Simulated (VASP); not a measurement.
# H (P4/mmm) in VASP: notebook, part 2 of 2

VASP 6.6.1. The steps go on from the part before.

## Step 3: Single point, PBE+D3(BJ) (strain +0.000 along x and y, +0.025 along z)

Contents of INCAR:

```
SYSTEM = H
PREC = Accurate ; ENCUT = 520
EDIFF = 1E-6 ; ISMEAR = 0
SIGMA = 0.05 ; LREAL = .False.
LASPH = .True. ; NELM = 80
ALGO = Normal ; ISIF = 2
LWAVE = .False. ; LCHARG = .False.
GGA = PE ; IVDW = 12
NBANDS = 6
```

Contents of KPOINTS:

```
regular mesh
0
Gamma
  10 10 26
  0 0 0
```

Contents of POSCAR:

```
H
1.0
    2.6496387389      0.0000000000      0.0000000000
    0.0000000000      2.6496387389      0.0000000000
    0.0000000000      0.0000000000      1.0050052430
H
1
Direct
    0.0000000000      0.0000000000      0.5000000000
```

Potentials or basis: VASP PAW PBE potentials, release 64 (H).

The run is started by

```
$ cat potpaw_PBE.64/H/POTCAR > POTCAR
$ mpirun -np 1 vasp_std > vasp.out
```

OUTCAR:

```text
SYSTEM = H
   PREC = Accurate
   ENCUT = 520
   EDIFF = 1E-6
   ISMEAR = 0
   LREAL = .False.
   LASPH = .True.
   NELM = 80
   ISIF = 2
   GGA = PE
   IVDW = 12
 IVDW          = 12

 ion  position               nearest neighbor table
   1  0.000  0.000  0.500-

  LATTYP: Found a simple tetragonal cell.
 ALAT       =     2.6496387389
 C/A-ratio  =     0.3792989694

  Lattice vectors:

 A1 = (   2.6496387389,   0.0000000000,   0.0000000000)
 A2 = (   0.0000000000,   2.6496387389,   0.0000000000)
 A3 = (   0.0000000000,   0.0000000000,   1.0050052430)

Analysis of symmetry for initial positions (statically):
=====================================================================
 Subroutine PRICEL returns:
 Original cell was already a primitive cell.

 Routine SETGRP: Setting up the symmetry group for a
 simple tetragonal supercell.

 Subroutine GETGRP returns: Found 16 space group operations
 (whereof 16 operations were pure point group operations)
 out of a pool of 16 trial point group operations.

The static configuration has the point symmetry D_4h.

Analysis of symmetry for dynamics (positions and initial velocities):
=====================================================================
 Subroutine PRICEL returns:
 Original cell was already a primitive cell.

 Routine SETGRP: Setting up the symmetry group for a
 simple tetragonal supercell.

 Subroutine GETGRP returns: Found 16 space group operations
 (whereof 16 operations were pure point group operations)
 out of a pool of 16 trial point group operations.

The dynamic configuration has the point symmetry D_4h.

 Subroutine INISYM returns: Found 16 space group operations
 (whereof 16 operations are pure point group operations),
 and found     1 'primitive' translations

----------------------------------------------------------------------------------------

                                     Primitive cell

  volume of cell :       7.0557

  direct lattice vectors                    reciprocal lattice vectors
     2.649638739  0.000000000  0.000000000     0.377409941  0.000000000  0.000000000
     0.000000000  2.649638739  0.000000000     0.000000000  0.377409941  0.000000000
     0.000000000  0.000000000  1.005005243     0.000000000  0.000000000  0.995019685

  length of vectors
     2.649638739  2.649638739  1.005005243     0.377409941  0.377409941  0.995019685

  position of ions in fractional coordinates (direct lattice)
     0.000000000  0.000000000  0.500000000

  ion indices of the primitive-cell ions
   primitive index   ion index
                 1           1

----------------------------------------------------------------------------------------

 KPOINTS: regular mesh

Automatic generation of k-mesh.
 Grid dimensions read from file:
 generate k-points for:   10   10   26

 Generating k-lattice:

  Cartesian coordinates                     Fractional coordinates (reciprocal lattice)
     0.037740994  0.000000000  0.000000000     0.100000000  0.000000000  0.000000000
     0.000000000  0.037740994  0.000000000     0.000000000  0.100000000  0.000000000
     0.000000000  0.000000000  0.038269988     0.000000000  0.000000000  0.038461538

  Length of vectors
     0.037740994  0.037740994  0.038269988

  Shift w.r.t. Gamma in fractional coordinates (k-lattice)
     0.000000000  0.000000000  0.000000000

 Subroutine IBZKPT returns following result:
 ===========================================

 Found    294 irreducible k-points:

 Following reciprocal coordinates:
            Coordinates               Weight
  0.000000  0.000000  0.000000      1.000000
  0.100000  0.000000  0.000000      4.000000
  0.200000  0.000000  0.000000      4.000000
  0.300000  0.000000  0.000000      4.000000
  0.400000  0.000000  0.000000      4.000000
  0.500000  0.000000  0.000000      2.000000
[... 16 lines left out ...]
  0.100000  0.000000  0.038462      8.000000
  0.200000  0.000000  0.038462      8.000000
 [... further k-points ...]
   k-points           NKPTS =    294   k-points in BZ     NKDIM =    294   number of bands    NBANDS=      6
   number of dos      NEDOS =    301   number of ions     NIONS =      1
   total plane-waves  NPLWV =   3200
   dimension x,y,z NGX =    20 NGY =   20 NGZ =    8
   dimension x,y,z NGXF=    40 NGYF=   40 NGZF=   16
   ions per type =               1
   NGX,Y,Z   is equivalent  to a cutoff of  12.55, 12.55, 13.23 a.u.
   NGXF,Y,Z  is equivalent  to a cutoff of  25.10, 25.10, 26.47 a.u.
 SYSTEM =  H
   PREC   = accura    normal or accurate (medium, high low for compatibility)
   ISTART =      0    job   : 0-new  1-cont  2-samecut
   ICHARG =      2    charge: 1-file 2-atom 10-const
   ISPIN  =      1    spin polarized calculation?
   LNONCOLLINEAR =      F non collinear calculations
   LSORBIT =      F    spin-orbit coupling
   LASPH  =      T    aspherical Exc in radial PAW
   ENCUT  =  520.0 eV  38.22 Ry    6.18 a.u.   4.93  4.93  1.87*2*pi/ulx,y,z
   NELM   =     80;   NELMIN=  2; NELMDL= -5     # of ELM steps
   EDIFF  = 0.1E-05   stopping-criterion for ELM
   LREAL  =      F    real-space projection
   EDIFFG = 0.1E-04   stopping-criterion for IOM
   NSW    =      0    number of steps for IOM
   IBRION =     -1    ionic relax: 0-MD 1-quasi-New 2-CG
   NFREE  =      0    steps in history (QN), initial steepest desc. (CG)
   ISIF   =      2    stress and relaxation
   ISYM   =      2    0-nonsym 1-usesym 2-fastsym
   POTIM  = 0.5000    time-step for ionic-motion
   TEBEG  =    0.0;   TEEND  =   0.0 temperature during run
   PSTRESS=    0.0 pullay stress
   NELECT =       1.0000    total number of electrons
   NUPDOWN=      -1.0000    fix difference up-down
   EMIN   =  10.00;   EMAX   =-10.00  energy-range for DOS
   EFERMI =   0.00;   METHOD = LEGACY
   ISMEAR =     0;   SIGMA  =   0.05  broadening in eV -4-tet -1-fermi 0-gaus
   EFERMI_NEDOS =   21; number of points for ismear=-14 and -15
   IALGO  =     38    algorithm
   IMIX   =      4    mixing-type and parameters
     AMIX     =   0.40;   BMIX     =  1.00
     AMIX_MAG =   1.60;   BMIX_MAG =  1.00
  volume/ion in A,a.u.               =       7.06        47.61
  Fermi-wavevector in a.u.,A,eV,Ry     =   0.853547  1.612971  9.912430  0.728543
  Thomas-Fermi vector in A             =   1.970007
   LORBIT       =      0    0 simple, 1 ext, 2 COOP (PROOUT), +10 PAW based schemes
   GGA     = PE    functional components
   LHFCALC =     F    Hartree Fock is set to
   AEXX    =    0.0000 exact exchange contribution
   IVDW    =    12    specifies the selected vdW correction
   LEPSILON=     F    determine dielectric tensor
   LRPA    =     F    only Hartree local field effects (RPA)
 non-spin polarized calculation
 Gauss-broadening in eV      SIGMA  =   0.05
  energy-cutoff  :      520.00
  volume of cell :        7.06
 maximum number of plane-waves:       216
 NGX is ok and might be reduce to    20
   NGX =  9   NGY =  9   NGZ =  3

 number of electron       1.0000000 magnetization

 Free energy of the ion-electron system (eV)
  ---------------------------------------------------
  ext. energy  EPLUGINS =         0.00000000
  ---------------------------------------------------
  free energy    TOTEN  =        -3.01332820 eV

  energy without entropy =       -3.01332750  energy(sigma->0) =       -3.01332785

 E-fermi :  -1.7356     XC(G=0):  -6.7799

 val. band max:       -1.8370851396   @ k =   0.5000   0.5000   0.2308
 cond. band min:      -1.6341933149   @ k =   0.0000   0.0000   0.2692
 fundamental gap:      0.2028918246
 Fermi energy:        -1.7356392366

 k-point     1 :       0.0000    0.0000    0.0000
  band No.  band energies     occupation
      1     -12.2945      2.00000
      2       8.4868      0.00000
      3      14.2408      0.00000
      4      14.2408      0.00000
      5      17.2427      0.00000
      6      35.0716      0.00000

 k-point     2 :       0.1000    0.0000    0.0000
  band No.  band energies     occupation
      1     -12.1781      2.00000
      2       7.4965      0.00000
      3      13.6380      0.00000
      4      14.4256      0.00000
      5      19.5130      0.00000
      6      31.8343      0.00000
[... 190 lines left out ...]
 k-point    24 :       0.2000    0.0000    0.0385
  band No.  band energies     occupation
      1     -11.6361      2.00000
      2       5.5890      0.00000
      3      13.8247      0.00000
      4      15.1867      0.00000
      5      23.9234      0.00000
      6      28.6992      0.00000

 [... further k-points ...]

------------------------ aborting loop because EDIFF is reached ----------------------------------------

 Edisp (eV)   -0.07358

 E8    (eV) :    -0.0132

  FORCE on cell =-STRESS in cart. coord.  units (eV):
  Direction    XX          YY          ZZ          XY          YZ          ZX
  --------------------------------------------------------------------------------------
  -------------------------------------------------------------------------------------
  Total       0.02520     0.02520    -0.32359     0.00000     0.00000    -0.00000
  in kB       5.72159     5.72159   -73.47872     0.00000     0.00000    -0.00000
  external pressure =      -20.68 kB  Pullay stress =        0.00 kB

 VOLUME and BASIS-vectors are now :
 -----------------------------------------------------------------------------
  energy-cutoff  :      520.00
  volume of cell :        7.06
      direct lattice vectors                 reciprocal lattice vectors
     2.649638739  0.000000000  0.000000000     0.377409941  0.000000000  0.000000000
     0.000000000  2.649638739  0.000000000     0.000000000  0.377409941  0.000000000
     0.000000000  0.000000000  1.005005243     0.000000000  0.000000000  0.995019685

 POSITION                                       TOTAL-FORCE (eV/Angst)
 -----------------------------------------------------------------------------------
      0.00000      0.00000      0.50250         0.000000      0.000000      0.000000
 -----------------------------------------------------------------------------------
    total drift:                               -0.000000      0.000000      0.000000

  FREE ENERGIE OF THE ION-ELECTRON SYSTEM (eV)
  ---------------------------------------------------
  free  energy   TOTEN  =        -3.0869074518 eV

  energy  without entropy=       -3.0869067443  energy(sigma->0) =       -3.08690710
```

stdout:

```text
POSCAR found type information on POSCAR H
 POSCAR found :  1 types and       1 ions
 scaLAPACK will be used
 LDA part: xc-table for (Slater+PW92), standard interpolation
 POSCAR, INCAR and KPOINTS ok, starting setup
 FFT: planning ... GRIDC
 FFT: planning ... GRID_SOFT
 FFT: planning ... GRID
 WAVECAR not read
 entering main loop
```

Wall time 4.9 s (1 thread of Intel Xeon 6975P-C, shared host); peak memory 0.12 GiB.

What came out:

```yaml
Free_energy: -3.0869 eV
Pressure: -2.1 GPa
Dispersion_energy_per_atom: -0.074 eV
```

Caveat: the cell differs from its parent crystal (strain +0.000 along x and y, +0.025 along z); pairwise dispersion overbinds metals, which lowers pressure and volume.

## Step 4: Single point, PBE+D3(BJ) (strain +0.025 along x and y, -0.050 along z)

Contents of INCAR:

```
ALGO = Normal ; EDIFF = 1E-6
ENCUT = 520 ; GGA = PE
ISIF = 2 ; ISMEAR = 0
IVDW = 12 ; LASPH = True
LCHARG = False ; LREAL = False
LWAVE = False ; NBANDS = 6
NELM = 80 ; PREC = Accurate
SIGMA = 0.05
```

Contents of KPOINTS:

```
k-points
0
Gamma
  10 10 26
```

Contents of POSCAR:

```
H
1.0
    2.7158797074      0.0000000000      0.0000000000
    0.0000000000      2.7158797074      0.0000000000
    0.0000000000      0.0000000000      0.9314682740
H
1
Direct
    0.0000000000      0.0000000000      0.5000000000
```

The run is started by

```
$ cat potpaw_PBE.64/H/POTCAR > POTCAR
$ mpirun -np 1 vasp_std > vasp.out
```

Run time: 6.1 s. Hardware: 1 thread of Intel Xeon 6975P-C, shared host; peak memory 0.12 GiB.

It converged, with:

| Property | Result |
| --- | --- |
| Free energy | -3.0593 eV |
| Pressure | 9.0 GPa |
| Dispersion energy per atom | -0.058 eV |

Stress tensor (GPa, compression positive):
```
-0.02  0.00  0.00
 0.00 -0.02  0.00
 0.00  0.00 27.10
```

Levels at points of the mesh, in eV from the Fermi level:
```csv
k point,band 1,band 2,band 3,band 4,band 5
"(0.00, 0.00, 0.00)",-11.72,8.66,14.45,14.45,17.59
"(0.50, 0.00, 0.00)",-10.52,2.31,15.12,17.21,22.94
"(0.50, 0.50, 0.00)",-9.56,5.87,5.87,9.37,35.68
"(0.00, 0.00, 0.50)",27.47,35.07,50.12,54.70,57.44
"(0.50, 0.00, 0.50)",28.17,37.05,45.51,45.79,56.97
"(0.50, 0.50, 0.50)",28.74,38.68,49.01,49.01,49.44
```

Caveat: the cell differs from its parent crystal (strain +0.025 along x and y, -0.050 along z); pairwise dispersion overbinds metals, which lowers pressure and volume.

## Step 5: Single point, PBE+D3(BJ) (strain +0.025 along x and y, -0.025 along z)

Contents of INCAR:

```
SYSTEM = H
  PREC = Accurate
  ENCUT = 520
  EDIFF = 1E-6
  ISMEAR = 0
  SIGMA = 0.05
  LREAL = .False.
  LASPH = .True.
  NELM = 100
  ALGO = Normal
  ISIF = 2
  LWAVE = .False.
  LCHARG = .False.
  GGA = PE
  IVDW = 12
  NBANDS = 6
```

Contents of KPOINTS:

```
regular mesh
0
Gamma
  10 10 26
  0 0 0
```

Changes to POSCAR since step 4:

```diff
@@ -4,3 +4,3 @@
     0.0000000000      2.7158797074      0.0000000000
-    0.0000000000      0.0000000000      0.9314682740
+    0.0000000000      0.0000000000      0.9559805970
 H
```

The run is started by

```
$ cat potpaw_PBE.64/H/POTCAR > POTCAR
$ mpirun -np 1 vasp_std > vasp.out
```

It took 5.2 s on 1 thread of Intel Xeon 6975P-C, shared host; peak memory 0.12 GiB.

It converged, with:

| Quantity | Value |
| --- | --- |
| Free energy | -3.0823 eV |
| Pressure | 4.4 GPa |
| Dispersion energy per atom | -0.065 eV |

Stress tensor (GPa, compression positive):
```
-0.08  0.00  0.00
 0.00 -0.08  0.00
 0.00  0.00 13.34
```

Levels at points of the mesh, in eV from the Fermi level:
| k point | band 1 | band 2 | band 3 |
| --- | --- | --- | --- |
| (0.00, 0.00, 0.00) | -11.19 | 9.07 | 14.80 |
| (0.50, 0.00, 0.00) | -9.96 | 2.62 | 15.50 |
| (0.50, 0.50, 0.00) | -8.96 | 6.19 | 6.19 |
| (0.00, 0.00, 0.50) | 25.83 | 33.39 | 48.30 |
| (0.50, 0.00, 0.50) | 26.55 | 35.42 | 43.62 |
| (0.50, 0.50, 0.50) | 27.14 | 37.10 | 47.12 |

Caveat: the cell differs from its parent crystal (strain +0.025 along x and y, -0.025 along z); pairwise dispersion overbinds metals, which lowers pressure and volume.

## Step 6: Single point, PBE+D3(BJ) (strain +0.000 along x and y, +0.050 along z)

Contents of INCAR:

```
SYSTEM = H
ALGO     = Normal         ! electronic algorithm
EDIFF    = 1E-6           ! SCF threshold, eV
ENCUT    = 520            ! plane-wave cutoff, eV
GGA      = PE             ! functional
ISIF     = 2              ! what is computed and relaxed
ISMEAR   = 0              ! smearing method
IVDW     = 12             ! dispersion correction
LASPH    = .TRUE.         ! aspherical terms in the spheres
LCHARG   = .TRUE.         ! write CHGCAR
LELF     = .TRUE.         ! ELF
LREAL    = .FALSE.        ! projectors in reciprocal space
LVHAR    = .TRUE.       
LWAVE    = .FALSE.        ! write WAVECAR
NBANDS   = 6              ! bands
NELM     = 60             ! most SCF steps
PREC     = Accurate       ! precision mode
SIGMA    = 0.05           ! smearing width, eV
```

Contents of KPOINTS:

```
k-points
0
G
  10 10 26
  0 0 0
```

Contents of POSCAR:

```
H
1.0
    2.6496387389      0.0000000000      0.0000000000
    0.0000000000      2.6496387389      0.0000000000
    0.0000000000      0.0000000000      1.0295175660
H
1
Direct
    0.0000000000      0.0000000000      0.5000000000
```

Potentials or basis: VASP PAW PBE potentials, release 64 (H).

The run is started by

```
$ cat potpaw_PBE.64/H/POTCAR > POTCAR
$ mpirun -np 1 vasp_std > vasp.out
```

Run time: 6.7 s. Hardware: 1 thread of Intel Xeon 6975P-C, shared host; peak memory 0.12 GiB.

The run converged. Its results:

```yaml
Free_energy: -3.0751 eV
Pressure: -4.4 GPa
Dispersion_energy_per_atom: -0.073 eV
```

Stress tensor (GPa, compression positive):
```
  0.63   0.00   0.00
  0.00   0.63   0.00
  0.00   0.00 -14.58
```

Levels at points of the mesh, in eV from the Fermi level:
```
           k point  band 1  band 2  band 3
(0.00, 0.00, 0.00)  -10.15   10.54   16.24
(0.50, 0.00, 0.00)   -8.63    3.22   17.15
(0.50, 0.50, 0.00)   -7.42    7.05    7.05
(0.00, 0.00, 0.50)   21.31   28.69   43.90
(0.50, 0.00, 0.50)   22.22   31.11   38.52
(0.50, 0.50, 0.50)   22.95   33.13   42.26
```

Caveat: the cell differs from its parent crystal (strain +0.000 along x and y, +0.050 along z); pairwise dispersion overbinds metals, which lowers pressure and volume.

## Step 7: Overview

```csv
cell,gap on the mesh (eV),pressure (GPa)
"a = 2.583, b = 2.583, c = 1.030 Å, 1 atom",none,-4.6
"a = 2.650, b = 2.650, c = 1.005 Å, 1 atom",none,-2.1
"a = 2.716, b = 2.716, c = 0.931 Å, 1 atom",none,9.0
"a = 2.716, b = 2.716, c = 0.956 Å, 1 atom",none,4.4
"a = 2.650, b = 2.650, c = 1.030 Å, 1 atom",none,-4.4
```

Alike in all rows: task single point; level PBE+D3(BJ); potentials or basis VASP PAW PBE potentials, release 64 (H); no spin polarisation; k mesh 10 × 10 × 26; cutoff (eV) 520; smearing gaussian 0.05 eV.

Caveats: pairwise dispersion overbinds metals, which lowers pressure and volume.

Absolute energies hang on the potentials; compare differences alone.
